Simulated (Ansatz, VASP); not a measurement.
**HgSe: VASP beside Ansatz**

```
CELL_PARAMETERS angstrom
0.00000 3.13011 3.13011
3.13011 0.00000 3.13011
3.13011 3.13011 0.00000
ATOMIC_POSITIONS crystal
Hg 0.00000 0.00000 0.00000
Se 0.25000 0.25000 0.25000
```

Alike in both runs: functional PBE; k mesh 16 × 16 × 16; occupations gaussian, width 0.03 eV; no spin polarisation.

Ansatz relaxed the structure, and its values are those at the end. VASP's run is a single point on that final structure, the one shown.

```csv
,VASP,Ansatz
version,VASP 6.6.1,Ansatz 0.2.0
potentials or method,"VASP PAW PBE potentials, release 64 (Hg, Se), cutoff 500 eV","scalar-relativistic, plane waves, PAW"
valence electrons in the cell,18,36
```

|  | VASP | Ansatz | Ansatz less VASP |
| --- | --- | --- | --- |
| gap on the k mesh at the Fermi level (eV) | none | none | - |
| pressure (GPa) | 0.2 | 0.0 | -0.19 |

A gap of «none» marks a metal or a gap that the smearing closes. VASP's potentials hold 18 valence electrons a cell and Ansatz's 36, so a difference there can come from the potentials and not from the codes.

Neither program's run includes spin-orbit coupling.
